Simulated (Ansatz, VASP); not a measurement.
# LiF in VASP and in Ansatz

INCAR

```
PREC = Accurate
ENCUT = 600
EDIFF = 1E-7
ISMEAR = 0
SIGMA = 0.1
LREAL = False
LASPH = True
NELM = 60
ALGO = Normal
ISIF = 3
LWAVE = False
LCHARG = False
GGA = PE
IBRION = 2
NSW = 90
EDIFFG = -0.04
```

Contents of KPOINTS:

```
regular mesh
0
Gamma
  4 4 6
```

POSCAR

```
LiF
1.0
    5.1758363400      0.0000000000      0.0000000000
    0.0000000000      5.1758363400      0.0000000000
    0.0000000000      0.0000000000      2.7675993400
Li F
4 4
Direct
    0.1032208100      0.3296015700      0.2416469600
    0.8967791900      0.6703984300      0.7416469600
    0.6703984300      0.1032208100      0.9916469600
    0.3296015700      0.8967791900      0.4916469600
    0.3296015700      0.1032208100      0.0083530400
    0.6703984300      0.8967791900      0.5083530400
    0.8967791900      0.3296015700      0.7583530400
    0.1032208100      0.6703984300      0.2583530400
```

Input for Ansatz:

```yaml
crystal:
  lattice:
    - [5.17583634, 0.0, 0.0]
    - [0.0, 5.17583634, 0.0]
    - [0.0, 0.0, 2.76759934]
  atoms:
    - { symbol: Li, position: [0.10322081, 0.32960157, 0.24164696] }
    - { symbol: Li, position: [0.89677919, 0.67039843, 0.74164696] }
    - { symbol: Li, position: [0.67039843, 0.10322081, 0.99164696] }
    - { symbol: Li, position: [0.32960157, 0.89677919, 0.49164696] }
    - { symbol: F, position: [0.32960157, 0.10322081, 0.00835304] }
    - { symbol: F, position: [0.67039843, 0.89677919, 0.50835304] }
    - { symbol: F, position: [0.89677919, 0.32960157, 0.75835304] }
    - { symbol: F, position: [0.10322081, 0.67039843, 0.25835304] }
basis:
  ecutwfc: 420
kpoints:
  mp_grid: { grid: [4, 4, 6] }
hamiltonian:
  xc: pbe
scf:
  occupations: { method: gaussian, width: 0.1 }
  lower_state_search: "off"
output:
  forces: true
  stress: true
  eigenvalues: true
relax:
  adjacent_minimum: "off"
  f_tol: 0.04
  max_steps: 70
  cell: { stress_tol: 0.4 }
```

Alike in both runs: task relaxation of cell and atoms; functional PBE; k mesh 4 × 4 × 6; occupations gaussian, width 0.1 eV; no spin polarisation.

|  | VASP | Ansatz |
| --- | --- | --- |
| version | VASP 6.6.1 | Ansatz 0.2.0 |
| potentials or method | VASP PAW PBE potentials, release 64 (Li_sv, F), cutoff 600 eV | scalar-relativistic, plane waves, PAW |
| valence electrons in the cell | 40 | 40 |

VASP gave:

- gap on the k mesh at the Fermi level, each at its own relaxed structure (eV): 6.98
- relaxed volume (Å³/atom): 11.37
- relaxed length of the cell vector where the two differ most in proportion (Å): 2.920

Estimate Ansatz's values.

gap on the k mesh at the Fermi level, each at its own relaxed structure (eV): 7.00; relaxed volume (Å³/atom): 11.40; relaxed length of the cell vector where the two differ most in proportion (Å): 2.931.

Noted on VASP's run: the cutoff is under 1.25 times that of the potentials, so the pressure is a little rough; the volume moved by over 15 % at a fixed basis, so the end points are rough.
